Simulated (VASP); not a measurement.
# SnO (Pmn2_1) in VASP: dielectric tensor with LDA

Aim: the dielectric tensor of SnO with LDA.

Everything below comes from runs of VASP 6.6.1. Logs are shortened: lines on timing, memory, paths and dates and some standing lists are left out, and cuts for length are marked.

**1. The cell of the first run**

Symmetry: Pmn2_1, No. 31, orthorhombic system. The conventional cell has a = 3.355 Å, b = 5.674 Å, c = 4.222 Å, α = 90.00°, β = 90.00°, γ = 90.00°. Within 2.8 Å of Sn (site symmetry m) lie 3 O at 2.15 to 2.16 Å. O (site symmetry m) has 3 Sn at 2.15 to 2.16 Å within 2.8 Å.

**2. Dielectric tensor, LDA**

File INCAR:

```
SYSTEM = SnO
  PREC = Accurate
  ENCUT = 520
  EDIFF = 1E-8
  ISMEAR = 0
  SIGMA = 0.01
  LREAL = .FALSE.
  LASPH = .TRUE.
  NELM = 60
  ALGO = Normal
  ISIF = 2
  LWAVE = .FALSE.
  LCHARG = .FALSE.
  GGA = CA
  LEPSILON = .TRUE.
```

File KPOINTS:

```
Automatic mesh
0
G
  5 3 4
  0 0 0
```

File POSCAR:

```
SnO
1.0
    3.3550000000      0.0000000000      0.0000000000
    0.0000000000      5.6741000000      0.0000000000
    0.0000000000      0.0000000000      4.2219700000
Sn O
2 2
Direct
    0.0000000000      0.2319100000      0.5131400000
    0.5000000000      0.7680900000      0.0131400000
    0.0000000000      0.8912500000      0.7368600000
    0.5000000000      0.1087500000      0.2368600000
```

Potentials or basis: VASP PAW LDA potentials, release 64 (Sn_d, O).

Started as:

```
cat potpaw_LDA.64/Sn_d/POTCAR potpaw_LDA.64/O/POTCAR > POTCAR
mpirun -np 1 vasp_std > vasp.out
```

OUTCAR:

```text
SYSTEM = SnO
   PREC = Accurate
   ENCUT = 520
   EDIFF = 1E-8
   ISMEAR = 0
   LREAL = .FALSE.
   LASPH = .TRUE.
   NELM = 60
   ISIF = 2
   GGA = CA
   LEPSILON = .TRUE.

 ion  position               nearest neighbor table
   1  0.000  0.232  0.513-   3 2.15   4 2.16   4 2.16
   2  0.500  0.768  0.013-   4 2.15   3 2.16   3 2.16
   3  0.000  0.891  0.737-   1 2.15   2 2.16   2 2.16
   4  0.500  0.109  0.237-   2 2.15   1 2.16   1 2.16

  LATTYP: Found a simple orthorhombic cell.
 ALAT       =     3.3550000000
 B/A-ratio  =     1.2584113264
 C/A-ratio  =     1.6912369598

  Lattice vectors:

 A1 = (  -3.3550000000,   0.0000000000,   0.0000000000)
 A2 = (   0.0000000000,   0.0000000000,   4.2219700000)
 A3 = (   0.0000000000,   5.6741000000,   0.0000000000)

Analysis of symmetry for initial positions (statically):
=====================================================================
 Subroutine PRICEL returns:
 Original cell was already a primitive cell.

 Routine SETGRP: Setting up the symmetry group for a
 simple orthorhombic supercell.

 Subroutine GETGRP returns: Found  4 space group operations
 (whereof  2 operations were pure point group operations)
 out of a pool of  8 trial point group operations.

The static configuration has the point symmetry C_1h.
 The point group associated with its full space group is C_2v.

Analysis of symmetry for dynamics (positions and initial velocities):
=====================================================================
 Subroutine PRICEL returns:
 Original cell was already a primitive cell.

 Routine SETGRP: Setting up the symmetry group for a
 simple orthorhombic supercell.

 Subroutine GETGRP returns: Found  4 space group operations
 (whereof  2 operations were pure point group operations)
 out of a pool of  8 trial point group operations.

The dynamic configuration has the point symmetry C_1h.
 The point group associated with its full space group is C_2v.

 Subroutine INISYM returns: Found  4 space group operations
 (whereof  2 operations are pure point group operations),
 and found     1 'primitive' translations

----------------------------------------------------------------------------------------

                                     Primitive cell

  volume of cell :      80.3720

  direct lattice vectors                    reciprocal lattice vectors
     3.355000000  0.000000000  0.000000000     0.298062593  0.000000000  0.000000000
     0.000000000  5.674100000  0.000000000     0.000000000  0.176239404  0.000000000
     0.000000000  0.000000000  4.221970000     0.000000000  0.000000000  0.236856254

  length of vectors
     3.355000000  5.674100000  4.221970000     0.298062593  0.176239404  0.236856254

  position of ions in fractional coordinates (direct lattice)
     0.000000000  0.231910000  0.513140000
     0.500000000  0.768090000  0.013140000
     0.000000000  0.891250000  0.736860000
     0.500000000  0.108750000  0.236860000

  ion indices of the primitive-cell ions
   primitive index   ion index
                 1           1
                 2           2
                 3           3
                 4           4

----------------------------------------------------------------------------------------

 KPOINTS: Automatic mesh

Automatic generation of k-mesh.
 Grid dimensions read from file:
 generate k-points for:    5    3    4

 Generating k-lattice:
[... 77 lines left out ...]
  Fermi-wavevector in a.u.,A,eV,Ry     =   1.297358  2.451652 22.900491  1.683139
  Thomas-Fermi vector in A             =   2.428756
   LORBIT       =      0    0 simple, 1 ext, 2 COOP (PROOUT), +10 PAW based schemes
   GGA     = CA    functional components
   LHFCALC =     F    Hartree Fock is set to
   AEXX    =    0.0000 exact exchange contribution
   IVDW    =     0    specifies the selected vdW correction
   LEPSILON=     T    determine dielectric tensor
   LRPA    =     F    only Hartree local field effects (RPA)
 non-spin polarized calculation
 Gauss-broadening in eV      SIGMA  =   0.01
  energy-cutoff  :      520.00
  volume of cell :       80.37
 maximum number of plane-waves:      2178
 NGX is ok and might be reduce to    28
   NGX = 13   NGY = 21   NGZ = 15

--------------------------------------- Ionic step        1  -------------------------------------------

 number of electron      39.9999992 magnetization

 E-fermi :   4.5690     XC(G=0):  -9.9649

 val. band max:        4.5251318996   @ k =   0.0000   0.0000   0.0000
 cond. band min:       6.0874878770   @ k =   0.4000   0.3333   0.0000
 fundamental gap:      1.5623559774
 Fermi energy:         4.5689558382

 k-point     1 :       0.0000    0.0000    0.0000
  band No.  band energies     occupation
      1     -16.5503      2.00000
      2     -16.2439      2.00000
      3     -16.1572      2.00000
      4     -16.1334      2.00000
      5     -16.1065      2.00000
      6     -16.0728      2.00000
[... 475 lines left out ...]
     23       8.8175      0.00000
     24       8.8175      0.00000

  FORCE on cell =-STRESS in cart. coord.  units (eV):
  Direction    XX          YY          ZZ          XY          YZ          ZX
  --------------------------------------------------------------------------------------
  -------------------------------------------------------------------------------------
  Total       -3.0065543     -2.4108303     -2.3234721      0.0000000      0.0000000      0.0000000
  in kB      -59.9342379    -48.0587603    -46.3173159      0.0000000      0.0000000      0.0000000
  external PRESSURE =     -51.4367714 kB  Pullay stress =       0.0000000 kB

 VOLUME and BASIS-vectors are now :
 -----------------------------------------------------------------------------
  energy-cutoff  :      520.00
  volume of cell :       80.37
      direct lattice vectors                 reciprocal lattice vectors
     3.355000000  0.000000000  0.000000000     0.298062593  0.000000000  0.000000000
     0.000000000  5.674100000  0.000000000     0.000000000  0.176239404  0.000000000
     0.000000000  0.000000000  4.221970000     0.000000000  0.000000000  0.236856254

 POSITION                                       TOTAL-FORCE (eV/Angst)
 -----------------------------------------------------------------------------------
      0.00000      1.31588      2.16646         0.000000     -0.618444     -0.194651
      1.67750      4.35822      0.05548         0.000000      0.618444     -0.194651
      0.00000      5.05704      3.11100         0.000000      0.180904      0.194651
      1.67750      0.61706      1.00002         0.000000     -0.180904      0.194651
 -----------------------------------------------------------------------------------
    total drift:                                0.000000     -0.000000     -0.000096

  FREE ENERGIE OF THE ION-ELECTRON SYSTEM (eV)
  ---------------------------------------------------
  free  energy   TOTEN  =       -25.1787812079 eV

  energy  without entropy=      -25.1787812079  energy(sigma->0) =      -25.17878121

 HEAD OF MICROSCOPIC STATIC DIELECTRIC TENSOR (INDEPENDENT PARTICLE, excluding Hartree and local field effects)
 ------------------------------------------------------
           9.081099     0.000000     0.000000
           0.000000     7.038985     0.000000
           0.000000     0.000000     6.688536
 ------------------------------------------------------

 Free energy of the ion-electron system (eV)
  ---------------------------------------------------
  ---------------------------------------------------
  free energy    TOTEN  =        -1.75138914 eV

  energy without entropy =       -1.75138914

------------------------ aborting loop because EDIFF is reached ----------------------------------------

--------------------------------------- Ionic step        2  -------------------------------------------

------------------------ aborting loop because EDIFF is reached ----------------------------------------

--------------------------------------- Ionic step        3  -------------------------------------------

 Free energy of the ion-electron system (eV)
  ---------------------------------------------------
  ---------------------------------------------------
  free energy    TOTEN  =        -1.18094547 eV

  energy without entropy =       -1.18094547

------------------------ aborting loop because EDIFF is reached ----------------------------------------

 PIEZOELECTRIC TENSOR FIELD DIRECTION 3  (e Angst)
 -----------------------------------------------------------------------------
     5.36418  0.00000  0.00000           (  0.27401  0.00000  0.00000)
     0.00000 -2.85294  0.00000           (  0.00000 -0.07224  0.00000)
     0.00000  0.00000  1.08488           (  0.00000  0.00000  0.13427)

 PIEZOELECTRIC TENSOR FIELD DIRECTION 3  (C/m^2)
 -----------------------------------------------------------------------------
     1.06932  0.00000  0.00000
     0.00000 -0.56872  0.00000
     0.00000  0.00000  0.21627

 MACROSCOPIC STATIC DIELECTRIC TENSOR (including local field effects in DFT)
 ------------------------------------------------------
           8.319208     0.000000     0.000000
           0.000000     6.624795     0.000000
           0.000000     0.000000     5.928472
 ------------------------------------------------------

 PIEZOELECTRIC TENSOR (including local field effects)  for field in x, y, z        (e  Angst)
          XX          YY          ZZ          XY          YZ          ZX
  --------------------------------------------------------------------------------
  x     0.00000     0.00000     0.00000     0.00000     0.00000     6.32196
  y     0.00000     0.00000     0.00000     0.00000    -1.14359     0.00000
  z     5.36418    -2.85294     1.08488     0.00000     0.00000     0.00000

 PIEZOELECTRIC TENSOR (including local field effects)  for field in x, y, z        (C/m^2)
          XX          YY          ZZ          XY          YZ          ZX
  --------------------------------------------------------------------------------
  x     0.00000     0.00000     0.00000     0.00000     0.00000     1.26025
  y     0.00000     0.00000     0.00000     0.00000    -0.22797     0.00000
  z     1.06932    -0.56872     0.21627     0.00000     0.00000     0.00000

 BORN EFFECTIVE CHARGES (including local field effects) (in |e|, cummulative output)
 ---------------------------------------------------------------------------------
 ion    1
    1     2.77834     0.00000     0.00000
    2     0.00000     2.67038     0.01022
    3     0.00000    -0.58985     2.23395
 ion    2
    1     2.77834     0.00000     0.00000
    2     0.00000     2.67038    -0.01022
    3     0.00000     0.58985     2.23395
 ion    3
    1    -2.77834     0.00000     0.00000
    2     0.00000    -2.67038     0.98222
    3     0.00000     1.45495    -2.23395
 ion    4
    1    -2.77834     0.00000     0.00000
    2     0.00000    -2.67038    -0.98222
    3     0.00000    -1.45495    -2.23395
```

Wall time 3.5 min (1 thread of Intel Xeon 6975P-C, shared host); peak memory 0.29 GiB.

Results:

* Band gap on the k mesh: 1.56 eV, indirect (least direct gap 2.16 eV)
* Electronic dielectric tensor (diagonal): 8.32, 6.62, 5.93
* Born charges (mean of the diagonal): Sn +2.56; O -2.56 e

Levels at points of the mesh, in eV from the valence-band top:
```
           k point  band 17  band 18  band 19  band 20  band 21  band 22  band 23  band 24
(0.00, 0.00, 0.00)    -3.49    -2.62    -2.02     0.00     2.59     3.12     5.81     5.81
(0.00, 0.00, 0.50)    -3.19    -3.19    -1.65    -1.65     2.60     2.60     5.16     5.16
```

Electronic dielectric tensor:
```
8.32 0.00 0.00
0.00 6.62 0.00
0.00 0.00 5.93
```

Born effective charge tensors (e):
atom 1, Sn
```
 2.78  0.00  0.00
 0.00  2.67  0.01
 0.00 -0.59  2.23
```
atom 2, Sn
```
 2.78  0.00  0.00
 0.00  2.67 -0.01
 0.00  0.59  2.23
```
atom 3, O
```
-2.78  0.00  0.00
 0.00 -2.67  0.98
 0.00  1.45 -2.23
```
atom 4, O
```
-2.78  0.00  0.00
 0.00 -2.67 -0.98
 0.00 -1.45 -2.23
```

Caveat: spin-orbit coupling is left out, which moves the levels of the heavy elements. A k mesh can miss the band edges.
